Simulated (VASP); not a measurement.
# Ge (P3m1) in VASP: notebook

Runs on Ge. Level: PBEsol. Tasks: single point.

Program: VASP 6.6.1. These are calculated values, not measurements. Logs are shortened: lines on timing, memory, paths and dates and some standing lists are left out, and cuts for length are marked.

## 1. The cell of the first run

The structure is trigonal, space group P3m1 (No. 156). Conventional cell: a = 3.797 Å, b = 3.797 Å, c = 6.249 Å, α = 90.00°, β = 90.00°, γ = 120.00°. Within 3.5 Å of Ge (site symmetry 3m) lie 8 Ge at 2.69 to 3.12 Å. Ge (site symmetry 3m) has 8 Ge at 2.53 to 3.12 Å within 3.3 Å. Within 3.3 Å of Ge (site symmetry 3m) lie 6 Ge at 2.53 to 2.88 Å. Within 3.6 Å of Ge (site symmetry 3m) lie 9 Ge at 2.69 to 3.58 Å.

## 2. Single point, PBEsol (atom 3 (Ge) moved by (+0.000, -0.300) A along x and z)

INCAR

```
ALGO = Normal
EDIFF = 1E-6
ENCUT = 520
GGA = PS
ISIF = 2
ISMEAR = 0
LASPH = T
LCHARG = F
LREAL = F
LWAVE = F
NBANDS = 36
NELM = 100
PREC = Accurate
SIGMA = 0.15
```

KPOINTS

```
k-points
0
Gamma
  12 12 8
```

POSCAR

```
Ge
1.0
    3.7970528728      0.0000000000      0.0000000000
   -1.8985264364      3.2883442473      0.0000000000
    0.0000000000      0.0000000000      6.2493425316
Ge
4
Direct
    0.0000000000      0.0000000000      0.0711500000
    0.0000000000      0.0000000000      0.5711500000
    0.3333333333      0.6666666667      0.7731449501
    0.6666666667      0.3333333333      0.3211500000
```

Potentials or basis: VASP PAW PBE potentials, release 64 (Ge_d).

Run with:

```
$ cat potpaw_PBE.64/Ge_d/POTCAR > POTCAR
$ mpirun -np 1 vasp_std > vasp.out
```

OUTCAR:

```text
EDIFF = 1E-6
   ENCUT = 520
   GGA = PS
   ISIF = 2
   ISMEAR = 0
   LASPH = T
   LREAL = F
   NELM = 100
   PREC = Accurate

 ion  position               nearest neighbor table
   1  0.000  0.000  0.071-   4 2.69   4 2.69   4 2.69   3 2.88   3 2.88   3 2.88
   2  0.000  0.000  0.571-   3 2.53   3 2.53   3 2.53   4 2.69   4 2.69   4 2.69
   3  0.333  0.667  0.773-   2 2.53   2 2.53   2 2.53   1 2.88   1 2.88   1 2.88
   4  0.667  0.333  0.321-   1 2.69   2 2.69   1 2.69   2 2.69   1 2.69   2 2.69

  LATTYP: Found a hexagonal cell.
 ALAT       =     3.7970528728
 C/A-ratio  =     1.6458402716

  Lattice vectors:

 A1 = (   3.7970528728,   0.0000000000,   0.0000000000)
 A2 = (  -1.8985264364,   3.2883442473,   0.0000000000)
 A3 = (   0.0000000000,   0.0000000000,   6.2493425316)

Analysis of symmetry for initial positions (statically):
=====================================================================
 Subroutine PRICEL returns:
 Original cell was already a primitive cell.

 Routine SETGRP: Setting up the symmetry group for a
 hexagonal supercell.

 Subroutine GETGRP returns: Found  6 space group operations
 (whereof  6 operations were pure point group operations)
 out of a pool of 24 trial point group operations.

The static configuration has the point symmetry C_3v.

Analysis of symmetry for dynamics (positions and initial velocities):
=====================================================================
 Subroutine PRICEL returns:
 Original cell was already a primitive cell.

 Routine SETGRP: Setting up the symmetry group for a
 hexagonal supercell.

 Subroutine GETGRP returns: Found  6 space group operations
 (whereof  6 operations were pure point group operations)
 out of a pool of 24 trial point group operations.

The dynamic configuration has the point symmetry C_3v.

 Subroutine INISYM returns: Found  6 space group operations
 (whereof  6 operations are pure point group operations),
 and found     1 'primitive' translations

----------------------------------------------------------------------------------------

                                     Primitive cell

  volume of cell :      78.0294

  direct lattice vectors                    reciprocal lattice vectors
     3.797052873  0.000000000  0.000000000     0.263362148  0.152052207  0.000000000
    -1.898526436  3.288344247  0.000000000     0.000000000  0.304104414  0.000000000
     0.000000000  0.000000000  6.249342532     0.000000000  0.000000000  0.160016833

  length of vectors
     3.797052873  3.797052873  6.249342532     0.304104414  0.304104414  0.160016833

  position of ions in fractional coordinates (direct lattice)
     0.000000000  0.000000000  0.071150000
     0.000000000  0.000000000  0.571150000
     0.333333333  0.666666667  0.773144950
     0.666666667  0.333333333  0.321150000

  ion indices of the primitive-cell ions
   primitive index   ion index
                 1           1
                 2           2
                 3           3
                 4           4

----------------------------------------------------------------------------------------

 KPOINTS: k-points

Automatic generation of k-mesh.
 Grid dimensions read from file:
 generate k-points for:   12   12    8

 Generating k-lattice:

  Cartesian coordinates                     Fractional coordinates (reciprocal lattice)
     0.021946846  0.012671017  0.000000000     0.083333333  0.000000000  0.000000000
     0.000000000  0.025342034  0.000000000     0.000000000  0.083333333  0.000000000
     0.000000000  0.000000000  0.020002104     0.000000000  0.000000000  0.125000000

  Length of vectors
     0.025342034  0.025342034  0.020002104

  Shift w.r.t. Gamma in fractional coordinates (k-lattice)
     0.000000000  0.000000000  0.000000000

 Subroutine IBZKPT returns following result:
 ===========================================

 Found    131 irreducible k-points:

 Following reciprocal coordinates:
            Coordinates               Weight
  0.000000  0.000000  0.000000      1.000000
  0.083333  0.000000  0.000000      6.000000
  0.166667  0.000000  0.000000      6.000000
  0.250000 -0.000000  0.000000      6.000000
  0.333333  0.000000  0.000000      6.000000
  0.416667  0.000000  0.000000      6.000000
[... 16 lines left out ...]
  0.166667  0.000000  0.125000      6.000000
  0.000000  0.166667  0.125000      6.000000
 [... further k-points ...]
   k-points           NKPTS =    131   k-points in BZ     NKDIM =    131   number of bands    NBANDS=     36
   number of dos      NEDOS =    301   number of ions     NIONS =      4
   total plane-waves  NPLWV =  37632
   dimension x,y,z NGX =    28 NGY =   28 NGZ =   48
   dimension x,y,z NGXF=    56 NGYF=   56 NGZF=   96
   ions per type =               4
   NGX,Y,Z   is equivalent  to a cutoff of  12.26, 12.26, 12.77 a.u.
   NGXF,Y,Z  is equivalent  to a cutoff of  24.52, 24.52, 25.54 a.u.
 SYSTEM =  unknown system
   PREC   = accura    normal or accurate (medium, high low for compatibility)
   ISTART =      0    job   : 0-new  1-cont  2-samecut
   ICHARG =      2    charge: 1-file 2-atom 10-const
   ISPIN  =      1    spin polarized calculation?
   LNONCOLLINEAR =      F non collinear calculations
   LSORBIT =      F    spin-orbit coupling
   LASPH  =      T    aspherical Exc in radial PAW
   ENCUT  =  520.0 eV  38.22 Ry    6.18 a.u.   7.06  7.06 11.62*2*pi/ulx,y,z
   NELM   =    100;   NELMIN=  2; NELMDL= -5     # of ELM steps
   EDIFF  = 0.1E-05   stopping-criterion for ELM
   LREAL  =      F    real-space projection
   EDIFFG = 0.1E-04   stopping-criterion for IOM
   NSW    =      0    number of steps for IOM
   IBRION =     -1    ionic relax: 0-MD 1-quasi-New 2-CG
   NFREE  =      0    steps in history (QN), initial steepest desc. (CG)
   ISIF   =      2    stress and relaxation
   ISYM   =      2    0-nonsym 1-usesym 2-fastsym
   POTIM  = 0.5000    time-step for ionic-motion
   TEBEG  =    0.0;   TEEND  =   0.0 temperature during run
   PSTRESS=    0.0 pullay stress
   NELECT =      56.0000    total number of electrons
   NUPDOWN=      -1.0000    fix difference up-down
   EMIN   =  10.00;   EMAX   =-10.00  energy-range for DOS
   EFERMI =   0.00;   METHOD = LEGACY
   ISMEAR =     0;   SIGMA  =   0.15  broadening in eV -4-tet -1-fermi 0-gaus
   EFERMI_NEDOS =   21; number of points for ismear=-14 and -15
   IALGO  =     38    algorithm
   IMIX   =      4    mixing-type and parameters
     AMIX     =   0.40;   BMIX     =  1.00
     AMIX_MAG =   1.60;   BMIX_MAG =  1.00
  volume/ion in A,a.u.               =      19.51       131.64
  Fermi-wavevector in a.u.,A,eV,Ry     =   1.465721  2.769812 29.229929  2.148339
  Thomas-Fermi vector in A             =   2.581544
   LORBIT       =      0    0 simple, 1 ext, 2 COOP (PROOUT), +10 PAW based schemes
   GGA     = PS    functional components
   LHFCALC =     F    Hartree Fock is set to
   AEXX    =    0.0000 exact exchange contribution
   IVDW    =     0    specifies the selected vdW correction
   LEPSILON=     F    determine dielectric tensor
   LRPA    =     F    only Hartree local field effects (RPA)
 non-spin polarized calculation
 Gauss-broadening in eV      SIGMA  =   0.15
  energy-cutoff  :      520.00
  volume of cell :       78.03
 maximum number of plane-waves:      2118
   NGX = 15   NGY = 15   NGZ = 23

 number of electron      56.0000003 magnetization

 Free energy of the ion-electron system (eV)
  ---------------------------------------------------
  ext. energy  EPLUGINS =         0.00000000
  ---------------------------------------------------
  free energy    TOTEN  =       -18.70739037 eV

  energy without entropy =      -18.68841176  energy(sigma->0) =      -18.69790107

 E-fermi :   6.1117     XC(G=0): -11.1248

 val. band max:        6.0996713716   @ k =   0.2500  -0.0000   0.3750
 cond. band min:       6.1183699692   @ k =   0.3333   0.3333   0.3750
 fundamental gap:      0.0186985977
 Fermi energy:         6.1116773110

 k-point     1 :       0.0000    0.0000    0.0000
  band No.  band energies     occupation
      1     -18.5974      2.00000
      2     -18.5974      2.00000
      3     -18.5236      2.00000
      4     -18.5236      2.00000
      5     -18.5168      2.00000
      6     -18.4334      2.00000
[... 28 lines left out ...]
     35      11.1783      0.00000
     36      11.9223      0.00000

 k-point     2 :       0.0833    0.0000    0.0000
  band No.  band energies     occupation
      1     -18.5963      2.00000
      2     -18.5930      2.00000
      3     -18.5209      2.00000
      4     -18.5204      2.00000
      5     -18.5147      2.00000
      6     -18.4364      2.00000
[... 28 lines left out ...]
     35      11.2049      0.00000
     36      12.1706      0.00000

 k-point     3 :       0.1667    0.0000    0.0000
  band No.  band energies     occupation
      1     -18.5933      2.00000
      2     -18.5805      2.00000
      3     -18.5160      2.00000
      4     -18.5113      2.00000
      5     -18.5063      2.00000
      6     -18.4419      2.00000
[... 28 lines left out ...]
     35      11.5639      0.00000
     36      12.2318      0.00000
[... 742 lines left out ...]
 k-point    23 :       0.1667    0.0000    0.1250
  band No.  band energies     occupation
      1     -18.5925      2.00000
      2     -18.5809      2.00000
      3     -18.5138      2.00000
      4     -18.5113      2.00000
      5     -18.5032      2.00000
      6     -18.4536      2.00000
[... 28 lines left out ...]
     35      11.6343      0.00000
     36      12.1668      0.00000

 k-point    24 :       0.0000    0.1667    0.1250
  band No.  band energies     occupation
      1     -18.5937      2.00000
      2     -18.5794      2.00000
      3     -18.5184      2.00000
      4     -18.5046      2.00000
      5     -18.5037      2.00000
      6     -18.4532      2.00000
[... 28 lines left out ...]
     35      11.5900      0.00000
     36      12.4159      0.00000

 [... further k-points ...]

------------------------ aborting loop because EDIFF is reached ----------------------------------------

  FORCE on cell =-STRESS in cart. coord.  units (eV):
  Direction    XX          YY          ZZ          XY          YZ          ZX
  --------------------------------------------------------------------------------------
  -------------------------------------------------------------------------------------
  Total        0.7644395      0.7644395      0.4292011      0.0000000      0.0000000      0.0000000
  in kB       15.6962325     15.6962325      8.8127848      0.0000000      0.0000000      0.0000000
  external PRESSURE =      13.4017499 kB  Pullay stress =       0.0000000 kB

 VOLUME and BASIS-vectors are now :
 -----------------------------------------------------------------------------
  energy-cutoff  :      520.00
  volume of cell :       78.03
      direct lattice vectors                 reciprocal lattice vectors
     3.797052873  0.000000000  0.000000000     0.263362148  0.152052207  0.000000000
    -1.898526436  3.288344247  0.000000000     0.000000000  0.304104414  0.000000000
     0.000000000  0.000000000  6.249342532     0.000000000  0.000000000  0.160016833

 POSITION                                       TOTAL-FORCE (eV/Angst)
 -----------------------------------------------------------------------------------
      0.00000      0.00000      0.44464         0.000000     -0.000000     -0.109772
      0.00000      0.00000      3.56931         0.000000     -0.000000     -0.386631
     -0.00000      2.19223      4.83165        -0.000000      0.000000      1.049647
      1.89853      1.09611      2.00698         0.000000     -0.000000     -0.553245
 -----------------------------------------------------------------------------------
    total drift:                               -0.000000      0.000000      0.000523

  FREE ENERGIE OF THE ION-ELECTRON SYSTEM (eV)
  ---------------------------------------------------
  free  energy   TOTEN  =       -18.7073903708 eV

  energy  without entropy=      -18.6884117605  energy(sigma->0) =      -18.69790107
```

Wall time 6.6 min (1 thread of Intel Xeon 8259CL, shared host); peak memory 0.37 GiB.

Results:

| Item | Value |
| --- | --- |
| Free energy | -18.7074 eV |
| Pressure | 1.3 GPa |
| Largest force | 1.050 eV/Å |
| Band gap on the k mesh | zero (bands 28 and 29 overlap by 3.66 eV) |

Forces on the atoms (eV/Å):
```
Ge   0.000  0.000 -0.110
Ge   0.000  0.000 -0.387
Ge   0.000  0.000  1.050
Ge   0.000  0.000 -0.553
```

Caveat: the cell differs from its parent crystal (atom 3 (Ge) moved by (+0.000, -0.300) A along x and z); the PAW data sets were made with another functional, which shifts forces and pressure a little.

## 3. Single point, PBEsol (atom 3 (Ge) moved by (+0.000, -0.150) A along x and z)

INCAR

```
ALGO = Normal ; EDIFF = 1E-6
ENCUT = 520 ; GGA = PS
ISIF = 2 ; ISMEAR = 0
LASPH = T ; LCHARG = T
LELF = T ; LREAL = F
LVHAR = T ; LWAVE = F
NBANDS = 36 ; NELM = 80
PREC = Accurate ; SIGMA = 0.15
```

KPOINTS is that of step 2.

POSCAR: that of step 2 with these lines changed.

```diff
@@ -10,3 +10,3 @@
     0.0000000000      0.0000000000      0.5711500000
-    0.3333333333      0.6666666667      0.7731449501
+    0.3333333333      0.6666666667      0.7971474751
     0.6666666667      0.3333333333      0.3211500000
```

Potentials or basis: VASP PAW PBE potentials, release 64 (Ge_d).

Run with:

```
$ cat potpaw_PBE.64/Ge_d/POTCAR > POTCAR
$ mpirun -np 1 vasp_std > vasp.out
```

Wall time 7.8 min (1 thread of Intel Xeon 8259CL, shared host); peak memory 0.36 GiB.

It converged, with:

| Item | Value |
| --- | --- |
| Free energy | -18.8254 eV |
| Pressure | 0.3 GPa |
| Largest force | 0.524 eV/Å |
| Band gap on the k mesh | zero (bands 28 and 29 overlap by 3.98 eV) |

Forces on the atoms (eV/Å):
```
Ge   0.000  0.000 -0.094
Ge   0.000  0.000 -0.167
Ge   0.000  0.000  0.524
Ge   0.000  0.000 -0.263
```

Stress tensor (GPa, compression positive):
```
0.35 0.00 0.00
0.00 0.35 0.00
0.00 0.00 0.21
```

Levels at points of the mesh, in eV from the Fermi level:
```tsv
k point	band 24	band 25	band 26	band 27	band 28	band 29	band 30	band 31	band 32	band 33
(0.00, 0.00, 0.00)	-1.00	-0.42	-0.42	0.65	1.23	1.23	2.28	2.84	2.84	4.34
(0.50, 0.00, 0.00)	-6.48	-5.26	-4.21	-2.72	0.76	0.96	1.56	1.69	2.48	4.08
(0.00, 0.00, 0.50)	-4.75	0.14	0.14	0.45	0.45	1.12	1.43	3.35	3.35	3.71
(0.50, 0.00, 0.50)	-7.78	-1.95	-1.86	-1.76	-1.44	-1.26	-1.18	2.81	3.04	5.53
```

Caveat: the cell differs from its parent crystal (atom 3 (Ge) moved by (+0.000, -0.150) A along x and z); the PAW data sets were made with another functional, which shifts forces and pressure a little.
